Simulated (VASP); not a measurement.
BN, 2 atoms in the cell. The structure is trigonal, space group R3m (No. 160). Conventional cell: a = 2.505 Å, b = 2.505 Å, c = 9.696 Å, α = 90.00°, β = 90.00°, γ = 120.00°. Within 1.9 Å of B (site symmetry 3m) lie 3 N at 1.45 Å. N (site symmetry 3m) has 3 B at 1.45 Å within 1.9 Å.  This cell differs from its parent crystal: volume scaled by 0.98, then relaxed in part.

```yaml
Program: VASP 6.6.1
Task: single point
Functional: PBE
Dispersion: D3(BJ)
Potentials_or_basis: VASP PAW PBE potentials, release 64 (B, N)
Cutoff: 520 eV
k_mesh: 12 × 12 × 12
Occupations: gaussian, width 0.01 eV
Spin: no spin polarisation
Dipole_correction: no
Further_INCAR_settings: ALGO = Normal; EDIFF = 1e-06; NBANDS = 11
```

Potentials or basis: VASP PAW PBE potentials, release 64 (B, N).

Command:

```bash
$ cat potpaw_PBE.64/B/POTCAR potpaw_PBE.64/N/POTCAR > POTCAR
$ mpirun -np 1 vasp_std > vasp.out
```

Hardware: 1 thread of AMD EPYC 7R43 64-Core Processor (Zen 3), on a shared host.

**Question.** Estimate the wall time of this run.

**Answer.** Wall time 98 s on 1 thread of AMD EPYC 7R43 64-Core Processor (Zen 3) (shared host), peak memory 0.15 GiB. Counts: scf iterations 12, k points 189.
